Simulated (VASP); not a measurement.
Ti3Al, 4 atoms in the cell. Symmetry: Pm-3m, No. 221, cubic system. Conventional cell: a = 4.050 Å, b = 4.050 Å, c = 4.050 Å, α = 90.00°, β = 90.00°, γ = 90.00°. Within 3.8 Å of Ti (site symmetry 4/mmm) lie 8 Ti at 2.86 Å and 4 Al at 2.86 Å. Al (site symmetry m-3m) has 12 Ti at 2.86 Å within 3.8 Å. 

```yaml
Program: VASP 6.6.1
Task: single point
Functional: PBE
Potentials_or_basis: VASP PAW PBE potentials, release 64 (Ti_sv, Al)
Cutoff: 520 eV
k_mesh: 4 × 4 × 4
Occupations: gaussian, width 0.1 eV
Spin: collinear spin, ferromagnetic start
Starting_moments: "[1.0, 1.0, 1.0, 0.0] μB"
Dipole_correction: no
Further_INCAR_settings: ALGO = Normal; EDIFF = 1e-07; NBANDS = 32
```

Potentials or basis: VASP PAW PBE potentials, release 64 (Ti_sv, Al).

Launch:

```sh
$ cat potpaw_PBE.64/Ti_sv/POTCAR potpaw_PBE.64/Al/POTCAR > POTCAR
$ mpirun -np 1 vasp_std > vasp.out
```

Hardware: 1 thread of Intel(R) Xeon(R) 6975P-C (Granite Rapids), with other jobs on the host.

**Question.** Estimate the wall time of this run.

**Answer.** It took 29 s on 1 thread of Intel(R) Xeon(R) 6975P-C (Granite Rapids) (shared host), peak memory 0.19 GiB. Counts: scf iterations 20, k points 10.
